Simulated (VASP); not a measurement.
Crystal: CsB3N3.

```xyz
7
Lattice="4.4247 0.0000 0.0000 -2.2123 3.8319 0.0000 0.0000 0.0000 6.1443" Properties=species:S:1:pos:R:3 pbc="T T T"
Cs    0.0000    0.0000    3.0721
B     0.0000    2.5546    0.0000
B     2.2123    1.2773    0.0000
B     0.0000    0.0000    0.0000
N     1.1449    0.0000    0.0000
N    -0.5725    0.9915    0.0000
N     1.6399    2.8403    0.0000
```

| Item | Value |
| --- | --- |
| Program | VASP 6.6.1 |
| Task | relaxation of cell and atoms |
| Functional | PBE |
| Potentials or basis | VASP PAW PBE potentials, release 64 (Cs_sv, B, N) |
| Cutoff | 600 eV |
| k mesh | 6 × 6 × 4 |
| Occupations | gaussian, width 0.1 eV |
| Spin | no spin polarisation |

At the start: pressure 28.7 GPa; volume 14.88 Å³/atom.

Task: Where does the relaxation end?

Result: Over 37 steps the energy falls by 1750.1 meV/atom and the volume is 16.96 Å³/atom (+14.0 %); space group P-62m (No. 189, to 0.05 Å).

The path:
| step | energy change (eV) | largest force (eV/Å) | pressure (GPa) | volume (Å³) |
| --- | --- | --- | --- | --- |
| 1 | 0.0000 | 31.6386 | 28.65 | 104.17 |
| 2 | -3.1900 | 0.6879 | -21.30 | 148.24 |
| 3 | -3.4250 | 0.9953 | -19.08 | 145.94 |
| 4 | -3.5073 | 1.2084 | -17.51 | 144.51 |
| 5 | -3.5337 | 1.5076 | -14.66 | 142.19 |
| 6 | -7.1198 | 6.8959 | 3.29 | 109.13 |
| 7 | -7.1578 | 9.0145 | 18.13 | 99.55 |
| 8 | -8.0206 | 9.3707 | 24.58 | 94.83 |
| 9 | -7.6672 | 3.6127 | 61.71 | 81.44 |
| 10 | -8.4276 | 9.1148 | 34.95 | 89.73 |
| 11 | -8.4407 | 7.2795 | 47.07 | 85.29 |
| 12 | -10.1383 | 1.3810 | 37.63 | 86.83 |
| 13 | -10.3591 | 2.0063 | 34.81 | 87.60 |
| 14 | -11.3427 | 0.7342 | 22.10 | 91.49 |
| 15 | -12.0798 | 0.7461 | 5.28 | 98.42 |
| 16 | -12.1061 | 0.9612 | 2.39 | 99.94 |
| 17 | -12.1066 | 0.9963 | 1.89 | 100.21 |
| 18 | -12.1302 | 0.6269 | 1.32 | 100.67 |
| 19 | -12.1482 | 0.0929 | 0.32 | 101.55 |
| 20 | -12.1531 | 0.1085 | 0.48 | 101.73 |
| 21 | -12.1656 | 0.1587 | 0.95 | 102.25 |
| 22 | -12.1802 | 0.2659 | 1.94 | 103.29 |
| 23 | -12.1735 | 0.5020 | 4.04 | 105.30 |
| 24 | -12.1830 | 0.3564 | 2.82 | 104.11 |
| 25 | -12.1866 | 0.3309 | 2.65 | 104.41 |
| 26 | -12.1967 | 0.2534 | 2.30 | 105.30 |
| 27 | -12.2130 | 0.1012 | 1.66 | 107.09 |
| 28 | -12.2321 | 0.1911 | 0.48 | 110.69 |
| 29 | -12.2235 | 0.7281 | -1.49 | 117.99 |
| 30 | -12.2355 | 0.4152 | -0.38 | 113.59 |
| 31 | -12.2420 | 0.2319 | -0.45 | 115.00 |
| 32 | -12.2466 | 0.0241 | -0.53 | 116.91 |
| 33 | -12.2470 | 0.1340 | -0.56 | 117.71 |
| 34 | -12.2495 | 0.1075 | 0.00 | 118.11 |
| 35 | -12.2498 | 0.0962 | 0.24 | 118.28 |
| 36 | -12.2498 | 0.0931 | 0.31 | 118.32 |
| 37 | -12.2505 | 0.0259 | 0.24 | 118.72 |

Final structure:
```yaml
crystal:
  lattice:
    - [4.37457, 0.00000, 0.00000]
    - [-2.18729, 3.78849, 0.00000]
    - [0.00000, 0.00000, 7.16346]
  atoms:
    - { symbol: Cs, position: [0.00000, 0.00000, 0.50000] }
    - { symbol: B, position: [0.33333, 0.66667, 0.00000] }
    - { symbol: B, position: [0.66667, 0.33333, 0.00000] }
    - { symbol: B, position: [0.00000, 0.00000, 0.00000] }
    - { symbol: N, position: [0.66734, 0.00000, 0.00000] }
    - { symbol: N, position: [0.00000, 0.66734, 0.00000] }
    - { symbol: N, position: [0.33266, 0.33266, 0.00000] }
```
